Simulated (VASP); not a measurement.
# HfSi31 (a cell with a defect) in VASP: single point with PBEsol

Aim: the single point of HfSi31 (a cell with a defect) with PBEsol.

Everything below comes from runs of VASP 6.6.1. Logs are shortened: lines on timing, memory, paths and dates and some standing lists are left out, and cuts for length are marked.

## Step 1: The cell of the first run

The cell holds a defect, 32 atoms: a = 9.412 Å, b = 9.412 Å, c = 9.412 Å, α = 109.47°, β = 109.47°, γ = 109.47°.

## Step 2: Single point, PBEsol

INCAR

```
SYSTEM = HfSi31
ALGO = Normal ; EDIFF = 1E-6
ENCUT = 520 ; GGA = PS
ISIF = 2 ; ISMEAR = 0
LASPH = .TRUE. ; LCHARG = .FALSE.
LREAL = Auto ; LWAVE = .FALSE.
NBANDS = 89 ; NELM = 60
PREC = Accurate ; SIGMA = 0.02
```

KPOINTS

```
Automatic mesh
0
Gamma
  2 2 2
  0.5 0.5 0.5
```

POSCAR

```
HfSi31
1.0
   -5.4338340904     -5.4338340904     -5.4338340904
    5.4338340904      5.4338340904     -5.4338340904
    5.4338340904     -5.4338340904      5.4338340904
Hf Si
1 31
Direct
    0.5000000000      0.7500000000      0.5000000000
    0.5000000000      0.4958191659      0.7522582562
    0.2458191659      0.7500000000      0.7522582562
    0.5000000000      0.2500000000      0.0000000000
    0.2477417438      0.4977417438     -0.0064390903
    0.0000000000      0.7500000000      0.0000000000
    0.5000000000      0.0022582562      0.2458191659
    0.2477417438      0.2435609097      0.2477417438
   -0.0064390903      0.4977417438      0.2477417438
    0.7522582562      0.7500000000      0.2458191659
    0.2458191659      0.0022582562      0.5000000000
    0.0000000000      0.2500000000      0.5000000000
    0.7522582562      0.4958191659      0.5000000000
    0.0064390903      0.0041808341      0.7541808341
    0.7541808341      0.2564390903      0.7541808341
    0.7541808341      0.0041808341      0.0064390903
    0.7735629130      0.7500000000      0.5000000000
    0.7519018281      0.5029320350      0.7519018281
    0.5000000000      0.7500000000      0.7735629130
    0.7470679650      0.2489697931     -0.0010302069
    0.5000000000      0.4980981719      0.0010302069
    0.2480981719      0.7500000000      0.0010302069
    0.7519018281      0.0019018281      0.2529320350
    0.5000000000      0.2510302069      0.2480981719
    0.2264370870      0.4764370870      0.2264370870
    0.0010302069      0.7500000000      0.2480981719
    0.5000000000      0.0235629130      0.5000000000
    0.2480981719      0.2510302069      0.5000000000
    0.0010302069      0.4980981719      0.5000000000
    0.2529320350      0.0019018281      0.7519018281
   -0.0010302069      0.2489697931      0.7470679650
   -0.0010302069     -0.0029320350     -0.0010302069
```

Potentials or basis: VASP PAW PBE potentials, release 64 (Hf_pv, Si).

Started as:

```bash
$ cat potpaw_PBE.64/Hf_pv/POTCAR potpaw_PBE.64/Si/POTCAR > POTCAR
$ mpirun -np 1 vasp_std > vasp.out
```

OUTCAR:

```text
SYSTEM = HfSi31
   EDIFF = 1E-6
   ENCUT = 520
   GGA = PS
   ISIF = 2
   ISMEAR = 0
   LASPH = .TRUE.
   LREAL = Auto
   NELM = 60
   PREC = Accurate

 ion  position               nearest neighbor table
   1  0.500  0.750  0.500-  17 2.57  19 2.57  25 2.57  27 2.57
   2  0.500  0.496  0.752-  19 2.33  21 2.33  18 2.35  28 2.35
   3  0.246  0.750  0.752-  19 2.33  22 2.33  29 2.35  30 2.35
   4  0.500  0.250  0.000-  20 2.33  21 2.33  24 2.33  30 2.33
   5  0.248  0.498  0.994-  25 2.33  31 2.33  21 2.35  22 2.35
   6  0.000  0.750  0.000-  18 2.33  22 2.33  26 2.33  32 2.33
[... 24 lines left out ...]
  31  0.999  0.249  0.747-  12 2.33   5 2.33  14 2.35  15 2.35
  32  0.999  0.997  0.999-   6 2.33   8 2.33  14 2.35  16 2.35

  LATTYP: Found a body centered cubic cell.
 ALAT       =    10.8676681808

  Lattice vectors:

 A1 = (  -5.4338340904,  -5.4338340904,  -5.4338340904)
 A2 = (   5.4338340904,   5.4338340904,  -5.4338340904)
 A3 = (   5.4338340904,  -5.4338340904,   5.4338340904)

Analysis of symmetry for initial positions (statically):
=====================================================================
 Subroutine PRICEL returns:
 Original cell was already a primitive cell.

 Routine SETGRP: Setting up the symmetry group for a
 body centered cubic supercell.

 Subroutine GETGRP returns: Found 24 space group operations
 (whereof  2 operations were pure point group operations)
 out of a pool of 48 trial point group operations.

The static configuration has the point symmetry C_1h.
 The point group associated with its full space group is T_d .

Analysis of symmetry for dynamics (positions and initial velocities):
=====================================================================
 Subroutine PRICEL returns:
 Original cell was already a primitive cell.

 Routine SETGRP: Setting up the symmetry group for a
 body centered cubic supercell.

 Subroutine GETGRP returns: Found 24 space group operations
 (whereof  2 operations were pure point group operations)
 out of a pool of 48 trial point group operations.

The dynamic configuration has the point symmetry C_1h.
 The point group associated with its full space group is T_d .

 Subroutine INISYM returns: Found 24 space group operations
 (whereof  2 operations are pure point group operations),
 and found     1 'primitive' translations

----------------------------------------------------------------------------------------

                                     Primitive cell

  volume of cell :     641.7696

  direct lattice vectors                    reciprocal lattice vectors
    -5.433834090 -5.433834090 -5.433834090     0.000000000 -0.092016059 -0.092016059
     5.433834090  5.433834090 -5.433834090     0.092016059  0.000000000 -0.092016059
     5.433834090 -5.433834090  5.433834090     0.092016059 -0.092016059  0.000000000

  length of vectors
     9.411676724  9.411676724  9.411676724     0.130130359  0.130130359  0.130130359

  position of ions in fractional coordinates (direct lattice)
     0.500000000  0.750000000  0.500000000
     0.500000000  0.495819166  0.752258256
     0.245819166  0.750000000  0.752258256
     0.500000000  0.250000000  0.000000000
     0.247741744  0.497741744  0.993560910
     0.000000000  0.750000000  0.000000000
[... 24 lines left out ...]
     0.998969793  0.248969793  0.747067965
     0.998969793  0.997067965  0.998969793

  ion indices of the primitive-cell ions
   primitive index   ion index
                 1           1
                 2           2
                 3           3
                 4           4
                 5           5
                 6           6
[... 24 lines left out ...]
                31          31
                32          32

----------------------------------------------------------------------------------------

 KPOINTS: Automatic mesh

Automatic generation of k-mesh.
 Grid dimensions read from file:
 generate k-points for:    2    2    2

 Generating k-lattice:

  Cartesian coordinates                     Fractional coordinates (reciprocal lattice)
     0.000000000 -0.046008030 -0.046008030     0.500000000  0.000000000  0.000000000
     0.046008030  0.000000000 -0.046008030     0.000000000  0.500000000  0.000000000
     0.046008030 -0.046008030  0.000000000     0.000000000  0.000000000  0.500000000

  Length of vectors
     0.065065180  0.065065180  0.065065180

  Shift w.r.t. Gamma in fractional coordinates (k-lattice)
     0.500000000  0.500000000  0.500000000

 Subroutine IBZKPT returns following result:
 ===========================================

 Found      2 irreducible k-points:

 Following reciprocal coordinates:
            Coordinates               Weight
  0.250000  0.250000  0.250000      2.000000
 -0.250000  0.250000  0.250000      6.000000
   k-points           NKPTS =      2   k-points in BZ     NKDIM =      2   number of bands    NBANDS=     89
   number of dos      NEDOS =    301   number of ions     NIONS =     32
   total plane-waves  NPLWV = 343000
   dimension x,y,z NGX =    70 NGY =   70 NGZ =   70
   dimension x,y,z NGXF=   140 NGYF=  140 NGZF=  140
   ions per type =               1  31
   NGX,Y,Z   is equivalent  to a cutoff of  12.36, 12.36, 12.36 a.u.
   NGXF,Y,Z  is equivalent  to a cutoff of  24.73, 24.73, 24.73 a.u.
 SYSTEM =  HfSi31
   PREC   = accura    normal or accurate (medium, high low for compatibility)
   ISTART =      0    job   : 0-new  1-cont  2-samecut
   ICHARG =      2    charge: 1-file 2-atom 10-const
   ISPIN  =      1    spin polarized calculation?
   LNONCOLLINEAR =      F non collinear calculations
   LSORBIT =      F    spin-orbit coupling
   LASPH  =      T    aspherical Exc in radial PAW
   ENCUT  =  520.0 eV  38.22 Ry    6.18 a.u.  17.50 17.50 17.50*2*pi/ulx,y,z
   NELM   =     60;   NELMIN=  2; NELMDL= -5     # of ELM steps
   EDIFF  = 0.1E-05   stopping-criterion for ELM
   LREAL  =      T    real-space projection
   EDIFFG = 0.1E-04   stopping-criterion for IOM
   NSW    =      0    number of steps for IOM
   IBRION =     -1    ionic relax: 0-MD 1-quasi-New 2-CG
   NFREE  =      0    steps in history (QN), initial steepest desc. (CG)
   ISIF   =      2    stress and relaxation
   ISYM   =      2    0-nonsym 1-usesym 2-fastsym
   POTIM  = 0.5000    time-step for ionic-motion
   TEBEG  =    0.0;   TEEND  =   0.0 temperature during run
   PSTRESS=    0.0 pullay stress
   NELECT =     134.0000    total number of electrons
   NUPDOWN=      -1.0000    fix difference up-down
   EMIN   =  10.00;   EMAX   =-10.00  energy-range for DOS
   EFERMI =   0.00;   METHOD = LEGACY
   ISMEAR =     0;   SIGMA  =   0.02  broadening in eV -4-tet -1-fermi 0-gaus
   EFERMI_NEDOS =   21; number of points for ismear=-14 and -15
   IALGO  =     38    algorithm
   IMIX   =      4    mixing-type and parameters
     AMIX     =   0.40;   BMIX     =  1.00
     AMIX_MAG =   1.60;   BMIX_MAG =  1.00
  volume/ion in A,a.u.               =      20.06       135.34
  Fermi-wavevector in a.u.,A,eV,Ry     =   0.971218  1.835336 12.833892  0.943264
  Thomas-Fermi vector in A             =   2.101417
   LORBIT       =      0    0 simple, 1 ext, 2 COOP (PROOUT), +10 PAW based schemes
   GGA     = PS    functional components
   LHFCALC =     F    Hartree Fock is set to
   AEXX    =    0.0000 exact exchange contribution
   IVDW    =     0    specifies the selected vdW correction
   LEPSILON=     F    determine dielectric tensor
   LRPA    =     F    only Hartree local field effects (RPA)
 non-spin polarized calculation
 Gauss-broadening in eV      SIGMA  =   0.02
  energy-cutoff  :      520.00
  volume of cell :      641.77
 maximum number of plane-waves:     17304
 NGX is ok and might be reduce to    70
   NGX = 35   NGY = 35   NGZ = 35

 number of electron     134.0000002 magnetization

 Free energy of the ion-electron system (eV)
  ---------------------------------------------------
  ext. energy  EPLUGINS =         0.00000000
  ---------------------------------------------------
  free energy    TOTEN  =      -185.90483121 eV

  energy without entropy =     -185.90483121  energy(sigma->0) =     -185.90483121

 E-fermi :   5.5135     XC(G=0):  -9.6174

 val. band max:        5.3682793031   @ k =  -0.2500   0.2500   0.2500
 cond. band min:       6.2024314903   @ k =  -0.2500   0.2500   0.2500
 fundamental gap:      0.8341521872
 Fermi energy:         5.5135498286

 k-point     1 :       0.2500    0.2500    0.2500
  band No.  band energies     occupation
      1     -24.9244      2.00000
      2     -24.9244      2.00000
      3     -24.9244      2.00000
      4      -5.4957      2.00000
      5      -5.4957      2.00000
      6      -5.4957      2.00000
[... 71 lines left out ...]
     78       7.3183      0.00000
     79       7.3447      0.00000

 k-point     2 :      -0.2500    0.2500    0.2500
  band No.  band energies     occupation
      1     -24.9244      2.00000
      2     -24.9244      2.00000
      3     -24.9244      2.00000
      4      -5.9567      2.00000
      5      -4.9870      2.00000
      6      -4.9422      2.00000
[... 71 lines left out ...]
     78       7.8744      0.00000
     79       7.9385      0.00000
 [bands above 79 left out]

------------------------ aborting loop because EDIFF is reached ----------------------------------------

  FORCE on cell =-STRESS in cart. coord.  units (eV):
  Direction    XX          YY          ZZ          XY          YZ          ZX
  --------------------------------------------------------------------------------------
  -------------------------------------------------------------------------------------
  Total        8.6192346      8.6192346      8.6192346      0.0000000      0.0000000      0.0000000
  in kB       21.5179142     21.5179142     21.5179142      0.0000000      0.0000000      0.0000000
  external PRESSURE =      21.5179142 kB  Pullay stress =       0.0000000 kB

 VOLUME and BASIS-vectors are now :
 -----------------------------------------------------------------------------
  energy-cutoff  :      520.00
  volume of cell :      641.77
      direct lattice vectors                 reciprocal lattice vectors
    -5.433834090 -5.433834090 -5.433834090     0.000000000 -0.092016059 -0.092016059
     5.433834090  5.433834090 -5.433834090     0.092016059  0.000000000 -0.092016059
     5.433834090 -5.433834090  5.433834090     0.092016059 -0.092016059  0.000000000

 POSITION                                       TOTAL-FORCE (eV/Angst)
 -----------------------------------------------------------------------------------
      4.07538     -1.35846     -4.07538         0.000000      0.000000      0.000000
      4.06493     -4.11036     -1.32347         0.013154      0.016490     -0.016490
      6.82728     -1.34801     -1.32347        -0.016490     -0.013154     -0.016490
     -1.35846     -1.35846     -4.07538         0.000000      0.000000      0.000000
      6.75730     -4.04039      1.34801         0.016490     -0.016490      0.013154
      4.07538      4.07538     -4.07538         0.000000      0.000000      0.000000
[... 24 lines left out ...]
     -0.01593     -8.13482     -2.72165        -0.015985      0.015985     -0.018463
      5.41790     -5.43857     -5.41790        -0.015985     -0.018463      0.015985
 -----------------------------------------------------------------------------------
    total drift:                                0.000000     -0.000000     -0.000000

  FREE ENERGIE OF THE ION-ELECTRON SYSTEM (eV)
  ---------------------------------------------------
  free  energy   TOTEN  =      -185.9048312124 eV

  energy  without entropy=     -185.9048312124  energy(sigma->0) =     -185.90483121
```

Run time: 3.3 min. Hardware: 1 thread of Intel Xeon Platinum 8259CL at 2.50GHz (Skylake/Cascade Lake), shared host; peak memory 0.67 GiB.

Results:

```yaml
Free_energy: -185.9048 eV
Pressure: 2.2 GPa
Largest_force: 0.029 eV/Å
Band_gap_on_the_k_mesh: 0.83 eV
```

Forces in eV/Å, atoms in the order of the input:
```
Hf   0.000  0.000  0.000
Si   0.013  0.016 -0.016
Si  -0.016 -0.013 -0.016
Si   0.000  0.000  0.000
Si   0.016 -0.016  0.013
Si   0.000  0.000  0.000
Si   0.013 -0.016  0.016
Si   0.016  0.013 -0.016
Si  -0.013 -0.016 -0.016
Si   0.016 -0.013  0.016
Si  -0.016 -0.016 -0.013
Si   0.000  0.000  0.000
Si   0.016  0.016 -0.013
Si  -0.013  0.016  0.016
Si  -0.016  0.013  0.016
Si  -0.016  0.016  0.013
Si   0.007  0.007  0.007
Si   0.016 -0.018 -0.016
Si  -0.007  0.007 -0.007
Si   0.018  0.016  0.016
Si  -0.018 -0.016  0.016
Si   0.016  0.018  0.016
Si   0.016 -0.016 -0.018
Si  -0.018  0.016 -0.016
Si   0.007 -0.007 -0.007
Si  -0.016  0.018 -0.016
Si  -0.007 -0.007  0.007
Si   0.016  0.016  0.018
Si  -0.016 -0.016  0.018
Si   0.018 -0.016 -0.016
Si  -0.016  0.016 -0.018
Si  -0.016 -0.018  0.016
```

Caveat: the PAW data sets were made with another functional, which shifts forces and pressure a little; spin-orbit coupling is left out, which moves the levels of the heavy elements.
